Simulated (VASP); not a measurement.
# Pd in VASP: further runs

Pd is run at these levels: PBE; tasks: relaxation of the atoms, single point.

Program: VASP 6.6.1. These are calculated values, not measurements. Logs are shortened: lines on timing, memory, paths and dates and some standing lists are left out, and cuts for length are marked.

**1. The cell of the first run**

The cell holds a slab with vacuum, 3 atoms: a = 2.789 Å, b = 2.789 Å, c = 19.944 Å, α = 90.00°, β = 90.00°, γ = 90.00°.

**2. Relaxation of the atoms, PBE**

INCAR

```
ALGO = Normal
DIPOL = 0.5 0.5 0.500
EDIFF = 1E-7
EDIFFG = -0.01
ENCUT = 450
GGA = PE
GGA_COMPAT = False
IBRION = 2
IDIPOL = 3
ISIF = 2
ISMEAR = -1
LASPH = True
LCHARG = False
LDIPOL = True
LREAL = False
LWAVE = False
NELM = 120
NELMDL = -8
NELMIN = 4
NSW = 60
PREC = Accurate
SIGMA = 0.05
```

KPOINTS

```
k-points
0
Gamma
  12 12 1
```

POSCAR

```
Pd
1.0
    2.7888697467      0.0000000000      0.0000000000
    0.0000000000      2.7888697467      0.0000000000
    0.0000000000      0.0000000000     19.9441000000
Pd
3
Direct
    0.0000000000      0.0000000000      0.4011222011
    0.5000000000      0.5000000000      0.5000000000
    0.0000000000      0.0000000000      0.5988777989
```

Potentials or basis: VASP PAW PBE potentials, release 64 (Pd).

Started as:

```console
cat potpaw_PBE.64/Pd/POTCAR > POTCAR
mpirun -np 1 vasp_std > vasp.out
```

OUTCAR:

```text
EDIFF = 1E-7
   EDIFFG = -0.01
   ENCUT = 450
   GGA = PE
   IBRION = 2
   ISIF = 2
   ISMEAR = -1
   LASPH = True
   LREAL = False
   NELM = 120
   NELMDL = -8
   NELMIN = 4
   NSW = 60
   PREC = Accurate

 ion  position               nearest neighbor table
   1  0.000  0.000  0.401-   2 2.79   2 2.79   2 2.79   2 2.79
   2  0.500  0.500  0.500-   1 2.79   3 2.79   1 2.79   3 2.79   1 2.79   3 2.79   1 2.79   3 2.79

   3  0.000  0.000  0.599-   2 2.79   2 2.79   2 2.79   2 2.79

  LATTYP: Found a simple tetragonal cell.
 ALAT       =     2.7888697467
 C/A-ratio  =     7.1513200011

  Lattice vectors:

 A1 = (   2.7888697467,   0.0000000000,   0.0000000000)
 A2 = (   0.0000000000,   2.7888697467,   0.0000000000)
 A3 = (   0.0000000000,   0.0000000000,  19.9441000000)

Analysis of symmetry for initial positions (statically):
=====================================================================
 Subroutine PRICEL returns:
 Original cell was already a primitive cell.

 Routine SETGRP: Setting up the symmetry group for a
 simple tetragonal supercell.

 Subroutine GETGRP returns: Found 16 space group operations
 (whereof 16 operations were pure point group operations)
 out of a pool of 16 trial point group operations.

The static configuration has the point symmetry D_4h.

Analysis of symmetry for dynamics (positions and initial velocities):
=====================================================================
 Subroutine PRICEL returns:
 Original cell was already a primitive cell.

 Routine SETGRP: Setting up the symmetry group for a
 simple tetragonal supercell.

 Subroutine GETGRP returns: Found 16 space group operations
 (whereof 16 operations were pure point group operations)
 out of a pool of 16 trial point group operations.

The dynamic configuration has the point symmetry D_4h.

 Subroutine INISYM returns: Found 16 space group operations
 (whereof 16 operations are pure point group operations),
 and found     1 'primitive' translations

----------------------------------------------------------------------------------------

                                     Primitive cell

  volume of cell :     155.1211

  direct lattice vectors                    reciprocal lattice vectors
     2.788869747  0.000000000  0.000000000     0.358568198  0.000000000  0.000000000
     0.000000000  2.788869747  0.000000000     0.000000000  0.358568198  0.000000000
     0.000000000  0.000000000 19.944100000     0.000000000  0.000000000  0.050140142

  length of vectors
     2.788869747  2.788869747 19.944100000     0.358568198  0.358568198  0.050140142

  position of ions in fractional coordinates (direct lattice)
     0.000000000  0.000000000  0.401122201
     0.500000000  0.500000000  0.500000000
     0.000000000  0.000000000  0.598877799

  ion indices of the primitive-cell ions
   primitive index   ion index
                 1           1
                 2           2
                 3           3

----------------------------------------------------------------------------------------

 KPOINTS: k-points

Automatic generation of k-mesh.
 Grid dimensions read from file:
 generate k-points for:   12   12    1

 Generating k-lattice:

  Cartesian coordinates                     Fractional coordinates (reciprocal lattice)
     0.029880683  0.000000000  0.000000000     0.083333333  0.000000000  0.000000000
     0.000000000  0.029880683  0.000000000     0.000000000  0.083333333  0.000000000
     0.000000000  0.000000000  0.050140142     0.000000000  0.000000000  1.000000000

  Length of vectors
     0.029880683  0.029880683  0.050140142

  Shift w.r.t. Gamma in fractional coordinates (k-lattice)
     0.000000000  0.000000000  0.000000000

 Subroutine IBZKPT returns following result:
 ===========================================

 Found     28 irreducible k-points:

 Following reciprocal coordinates:
            Coordinates               Weight
  0.000000  0.000000  0.000000      1.000000
  0.083333  0.000000  0.000000      4.000000
  0.166667  0.000000  0.000000      4.000000
  0.250000  0.000000  0.000000      4.000000
  0.333333  0.000000  0.000000      4.000000
  0.416667  0.000000  0.000000      4.000000
[... 16 lines left out ...]
  0.333333  0.333333  0.000000      4.000000
  0.416667  0.333333  0.000000      8.000000
 [... further k-points ...]
   k-points           NKPTS =     28   k-points in BZ     NKDIM =     28   number of bands    NBANDS=     19
   number of dos      NEDOS =    301   number of ions     NIONS =      3
   total plane-waves  NPLWV =  56000
   dimension x,y,z NGX =    20 NGY =   20 NGZ =  140
   dimension x,y,z NGXF=    40 NGYF=   40 NGZF=  280
   ions per type =               3
   NGX,Y,Z   is equivalent  to a cutoff of  11.92, 11.92, 11.67 a.u.
   NGXF,Y,Z  is equivalent  to a cutoff of  23.84, 23.84, 23.34 a.u.
 SYSTEM =  unknown system
   PREC   = accura    normal or accurate (medium, high low for compatibility)
   ISTART =      0    job   : 0-new  1-cont  2-samecut
   ICHARG =      2    charge: 1-file 2-atom 10-const
   ISPIN  =      1    spin polarized calculation?
   LNONCOLLINEAR =      F non collinear calculations
   LSORBIT =      F    spin-orbit coupling
   LASPH  =      T    aspherical Exc in radial PAW
   ENCUT  =  450.0 eV  33.07 Ry    5.75 a.u.   4.82  4.82 34.50*2*pi/ulx,y,z
   NELM   =    120;   NELMIN=  4; NELMDL= -8     # of ELM steps
   EDIFF  = 0.1E-06   stopping-criterion for ELM
   LREAL  =      F    real-space projection
   EDIFFG = -.1E-01   stopping-criterion for IOM
   NSW    =     60    number of steps for IOM
   IBRION =      2    ionic relax: 0-MD 1-quasi-New 2-CG
   NFREE  =      1    steps in history (QN), initial steepest desc. (CG)
   ISIF   =      2    stress and relaxation
   ISYM   =      2    0-nonsym 1-usesym 2-fastsym
   POTIM  = 0.5000    time-step for ionic-motion
   TEBEG  =    0.0;   TEEND  =   0.0 temperature during run
   PSTRESS=    0.0 pullay stress
   NELECT =      30.0000    total number of electrons
   NUPDOWN=      -1.0000    fix difference up-down
   EMIN   =  10.00;   EMAX   =-10.00  energy-range for DOS
   EFERMI =   0.00;   METHOD = LEGACY
   ISMEAR =    -1;   SIGMA  =   0.05  broadening in eV -4-tet -1-fermi 0-gaus
   EFERMI_NEDOS =   21; number of points for ismear=-14 and -15
   IALGO  =     38    algorithm
   IMIX   =      4    mixing-type and parameters
     AMIX     =   0.40;   BMIX     =  1.00
     AMIX_MAG =   1.60;   BMIX_MAG =  1.00
  volume/ion in A,a.u.               =      51.71       348.94
  Fermi-wavevector in a.u.,A,eV,Ry     =   0.946727  1.789055 12.194804  0.896293
  Thomas-Fermi vector in A             =   2.074753
   LORBIT       =      0    0 simple, 1 ext, 2 COOP (PROOUT), +10 PAW based schemes
   GGA     = PE    functional components
   LHFCALC =     F    Hartree Fock is set to
   AEXX    =    0.0000 exact exchange contribution
   IVDW    =     0    specifies the selected vdW correction
   LEPSILON=     F    determine dielectric tensor
   LRPA    =     F    only Hartree local field effects (RPA)
 conjugate gradient relaxation of ions
 non-spin polarized calculation
  energy-cutoff  :      450.00
  volume of cell :      155.12
 maximum number of plane-waves:      3396
 NGX is ok and might be reduce to    20
   NGX =  9   NGY =  9   NGZ = 69

--------------------------------------- Ionic step        1  -------------------------------------------

 number of electron      30.0000003 magnetization

 Free energy of the ion-electron system (eV)
  ---------------------------------------------------
  ext. energy  EPLUGINS =         0.00000000
  ---------------------------------------------------
  free energy    TOTEN  =       -14.18739832 eV

  energy without entropy =      -14.12393731  energy(sigma->0) =      -14.15566781

------------------------ aborting loop because EDIFF is reached ----------------------------------------

  FORCE on cell =-STRESS in cart. coord.  units (eV):
  Direction    XX          YY          ZZ          XY          YZ          ZX
  --------------------------------------------------------------------------------------
  -------------------------------------------------------------------------------------
  Total       -2.4826184     -2.4826184     -0.7064301      0.0000000      0.0000000      0.0000000
  in kB      -25.6418674    -25.6418674     -7.2964036      0.0000000      0.0000000      0.0000000
  external PRESSURE =     -19.5267128 kB  Pullay stress =       0.0000000 kB
[... 55 lines left out ...]
  FREE ENERGIE OF THE ION-ELECTRON SYSTEM (eV)
  ---------------------------------------------------
  free  energy   TOTEN  =       -14.1900902662 eV

  energy  without entropy=      -14.1267769194  energy(sigma->0) =      -14.15843359

 dipolmoment           0.000000      0.000000      0.000000 electrons x Angstroem

--------------------------------------- Ionic step        3  -------------------------------------------

 number of electron      29.9999999 magnetization

------------------------ aborting loop because EDIFF is reached ----------------------------------------
[... 32 lines left out ...]
--------------------------------------- Ionic step        4  -------------------------------------------

 number of electron      29.9999996 magnetization

 dipolmoment           0.000000      0.000000     -0.000000 electrons x Angstroem

 Free energy of the ion-electron system (eV)
  ---------------------------------------------------
  ext. energy  EPLUGINS =         0.00000000
  ---------------------------------------------------
  free energy    TOTEN  =       -14.19400945 eV

  energy without entropy =      -14.13100582  energy(sigma->0) =      -14.16250763

 E-fermi :  -0.8588     XC(G=0):  -4.7023

 val. band max:       -0.8590420550   @ k =   0.1667   0.1667   0.0000
 cond. band min:      -0.8505331260   @ k =   0.5000   0.1667   0.0000
 fundamental gap:      0.0085089290
 Fermi energy:        -0.8588314206

 k-point     1 :       0.0000    0.0000    0.0000
  band No.  band energies     occupation
      1      -6.7689      2.00000
      2      -5.4165      2.00000
      3      -5.2963      2.00000
      4      -5.0231      2.00000
      5      -4.3822      2.00000
      6      -3.6376      2.00000
[... 505 lines left out ...]
      6      -3.6346      2.00000
[... 11 lines left out ...]
     18       5.0941      0.00000
     19       6.2616      0.00000

 [... further k-points ...]

------------------------ aborting loop because EDIFF is reached ----------------------------------------

 vacuum level on the upper side and lower side of the slab       (xc-potential included)        -0.026        -0.026

  FORCE on cell =-STRESS in cart. coord.  units (eV):
  Direction    XX          YY          ZZ          XY          YZ          ZX
  --------------------------------------------------------------------------------------
  -------------------------------------------------------------------------------------
  Total       -1.9647390     -1.9647390     -0.0083300      0.0000000      0.0000000      0.0000000
  in kB      -20.2929201    -20.2929201     -0.0860372      0.0000000      0.0000000      0.0000000
  external PRESSURE =     -13.5572925 kB  Pullay stress =       0.0000000 kB
[... 18 lines left out ...]
  FREE ENERGIE OF THE ION-ELECTRON SYSTEM (eV)
  ---------------------------------------------------
  free  energy   TOTEN  =       -14.1940094459 eV

  energy  without entropy=      -14.1310058215  energy(sigma->0) =      -14.16250763

 reached required accuracy - stopping structural energy minimisation

 vacuum level on the upper side and lower side of the slab         4.212         4.212
```

Run time: 3.5 min. Hardware: 1 thread of Intel Xeon Platinum 8375C at 2.90GHz (Ice Lake), shared host; peak memory 0.25 GiB.

What came out:

```yaml
Free_energy: -14.1940 eV
Energy_gained_by_relaxing: 2.2 meV/atom
Ionic_steps: 4
Band_gap_on_the_k_mesh: zero (band 15 reaches -0.32 eV, above the bottom of band 16 at -1.03 eV)
```

The path:
```
step  energy change (eV)  largest force (eV/Å)  pressure (GPa)
   1              0.0000                0.1770           -1.95
   2             -0.0027                0.1372           -1.82
   3             -0.0065                0.0263           -1.45
   4             -0.0066                0.0015           -1.36
```

Final structure:
```
Pd
1.0
     2.78887    0.00000    0.00000
     0.00000    2.78887    0.00000
     0.00000    0.00000   19.94410
Pd
3
Direct
  0.00000 0.00000 0.40297
  0.50000 0.50000 0.50000
  0.00000 0.00000 0.59703
```

(Continued in part 2 of 2.)
